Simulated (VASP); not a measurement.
Runs of VASP 6.6.1 on ZnSe (Stilleite). The structure is that of space group F-43m (No. 216), or close to it. The cells are those of the table. 

| task | level | cell | k mesh | cutoff (eV) | smearing | grid for exact exchange (PRECFOCK) | share of exact exchange | screening parameter | gap on the mesh (eV) | pressure (GPa) |
| --- | --- | --- | --- | --- | --- | --- | --- | --- | --- | --- |
| relaxation of cell and atoms | RPBE+D4 | relaxed from a = 4.008 Å, angles 60.0°, 2 atoms | 8 × 8 × 8 | 600 | fermi-dirac 0.05 eV | - | - | - | 1.49 | 0.0 |
| single point | PBE | a = 4.008 Å, angles 60.0°, 2 atoms | 8 × 8 × 8 | 520 | gaussian 0.027 eV | - | - | - | 1.29 | 2.3 |
| single point | PBE | a = 4.008 Å, angles 60.0°, 2 atoms | 8 × 8 × 8 | 520 | gaussian 0.011 eV | - | - | - | 1.29 | 2.3 |
| single point | PBEsol+D3(BJ) | a = 4.086 Å, angles 60.0°, 2 atoms | 8 × 8 × 8 | 520 | fermi-dirac 0.05 eV | - | - | - | 0.95 | -5.7 |
| single point | revPBE+D3(BJ) | a = 3.979 Å, angles 60.0°, 2 atoms | 8 × 8 × 8 | 520 | fermi-dirac 0.05 eV | - | - | - | 1.49 | (a) |
| single point | PBE | a = 4.008 Å, angles 60.0°, 2 atoms | 8 × 8 × 8 | 520 | gaussian 0.03 eV | - | - | - | 1.29 | 2.3 |
| single point | PBE-based screened hybrid | a = 4.008 Å, angles 60.0°, 2 atoms | 4 × 4 × 4 | 520 | fermi-dirac 0.05 eV | Normal | 0.25 | 0.15 1/Å | 2.59 | (b) |
| single point | PBEsol | a = 3.731 Å, angles 60.0°, 2 atoms | 8 × 8 × 8 | 520 | fermi-dirac 0.05 eV | - | - | - | 2.09 | 20.6 |

Alike in all rows: potentials or basis VASP PAW PBE potentials, release 64 (Se, Zn); no spin polarisation.

Question: Estimate the missing entries.

Answer: (a) 0.3; (b) 1.3.

Caveats: some runs use coarse meshes; the PAW data sets were made with another functional, which shifts forces and pressure a little (some runs).

A k mesh can miss the band edges, and the runs leave out spin-orbit coupling on Se.
